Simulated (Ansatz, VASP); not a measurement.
# One calculation of GaP, two programs

POSCAR

```
GaP
1.0
    0.0000000000      2.3074654227      2.3074654227
    2.3074654227      0.0000000000      2.3074654227
    2.3074654227      2.3074654227      0.0000000000
Ga P
1 1
Direct
    0.0000000000      0.0000000000      0.0000000000
    0.5000000000      0.5000000000      0.5000000000
```

Contents of INCAR.step1:

```
PREC = Accurate ; ENCUT = 520
ISMEAR = 0 ; SIGMA = 0.1
LREAL = F ; LASPH = T
NELM = 100 ; NBANDS = 16
GGA = PE ; ALGO = Normal
EDIFF = 1E-4 ; LWAVE = T
LCHARG = F
```

INCAR.step2

```
PREC = Accurate ; ENCUT = 520
EDIFF = 1E-6 ; ISMEAR = 0
SIGMA = 0.1 ; LREAL = F
LASPH = T ; NELM = 100
ALGO = Normal ; ISIF = 2
LWAVE = F ; LCHARG = T
METAGGA = R2SCAN ; LMIXTAU = T
LELF = T ; LVHAR = T
NBANDS = 16 ; ISTART = 1
```

KPOINTS

```
regular mesh
0
Gamma
  16 16 16
```

Input for Ansatz:

```yaml
crystal:
  lattice:
    - [0.0, 2.3074654227, 2.3074654227]
    - [2.3074654227, 0.0, 2.3074654227]
    - [2.3074654227, 2.3074654227, 0.0]
  atoms:
    - { symbol: Ga, position: [0.0, 0.0, 0.0] }
    - { symbol: P, position: [0.5, 0.5, 0.5] }
basis:
  ecutwfc: 500
kpoints:
  mp_grid: { grid: [16, 16, 16] }
hamiltonian:
  xc: r2scan
scf:
  occupations: { method: gaussian, width: 0.1 }
output:
  forces: true
  stress: true
  eigenvalues: true
```

Alike in both runs: task single point; functional r2SCAN; k mesh 16 × 16 × 16; occupations gaussian, width 0.1 eV; no spin polarisation.

```csv
,VASP,Ansatz
version,VASP 6.6.1,Ansatz 0.2.0
potentials or method,"VASP PAW PBE potentials, release 64 (Ga_d, P), cutoff 520 eV","scalar-relativistic, plane waves, PAW"
valence electrons in the cell,18,18
```

|  | VASP | Ansatz | Ansatz less VASP |
| --- | --- | --- | --- |
| gap on the k mesh at the Fermi level (eV) | none | none | - |
| pressure (GPa) | 60.5 | 60.6 | +0.15 |

VASP's potentials were made for PBE, not for r2SCAN. A gap of «none» marks a metal or a gap that the smearing closes. Both programs put the cell under a high pressure, so it lies far from rest at this level. The functional is the same, so the differences come from potentials, cutoffs and numerics.

Noted on VASP's run: the cell as given lies far from equilibrium.
